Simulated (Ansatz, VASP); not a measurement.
## CdS5: VASP beside Ansatz

```
Cd S
1.0
     2.98123   -3.31947    0.02431
     2.98123    3.31947    0.02431
    -2.68226    0.00000    8.83804
Cd S
1 5
Cartesian
  2.9812 3.1057 0.0243
  0.8647 -1.7144 5.9551
  1.6401 -2.9062 4.4433
  2.4155 -1.7144 2.9316
  4.1785 1.1300 1.3085
  -0.8983 1.1300 7.5782
```

Alike in both runs: functional PBE; k mesh 6 × 6 × 4; occupations gaussian, width 0.02 eV; no spin polarisation.

Ansatz relaxed the structure, and its values are those at the end. VASP's run is a single point on that final structure, the one shown.

|  | VASP | Ansatz |
| --- | --- | --- |
| version | VASP 6.6.1 | Ansatz 0.2.0 |
| potentials or method | VASP PAW PBE potentials, release 64 (Cd, S), cutoff 520 eV | scalar-relativistic, plane waves, PAW |
| valence electrons in the cell | 42 | 50 |

```tsv
	VASP	Ansatz	Ansatz less VASP
gap on the k mesh at the Fermi level (eV)	1.41	1.39	-0.020
least direct gap on the mesh (eV)	1.63	1.61	-0.019
pressure (GPa)	-0.2	0.0	+0.20
rms of the force components (eV/Å)	0.060	0.001	-0.0591
```

VASP's potentials hold 42 valence electrons a cell and Ansatz's 50, so a difference there can come from the potentials and not from the codes.
